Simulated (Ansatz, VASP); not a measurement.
# One calculation of Hg, two programs

```xyz
1
Lattice="1.8779 1.0842 2.1547 -1.8779 1.0842 2.1547 0.0000 -2.1684 2.1547" Properties=species:S:1:pos:R:3 pbc="T T T"
Hg    0.0000    0.0000    0.0000
```

Alike in both runs: task single point; functional r2SCAN; k mesh 11 × 11 × 11; no spin polarisation.

```csv
,VASP,Ansatz
version,VASP 6.6.1,Ansatz 0.2.0
potentials or method,"VASP PAW PBE potentials, release 64 (Hg), cutoff 520 eV","plane waves (500 eV) with PAW, scalar-relativistic"
occupations,"methfessel-paxton of order 1, width 0.01 eV","cold, width 0.01 eV"
valence electrons in the cell,12,20
```

Ansatz gave:

```
pressure (GPa)                                                : 0.1
traceless stress, the component that is largest in VASP (GPa) : 0.27
```

**Question.** Which values does VASP return?

**Answer.** Pressure (GPa): 0.5; traceless stress, the component that is largest in VASP (GPa): 0.40.

VASP's potentials were made for PBE, not for r2SCAN. VASP's potentials hold 12 valence electrons a cell and Ansatz's 20, so a difference there can come from the potentials and not from the codes.

Spin-orbit coupling is off throughout.
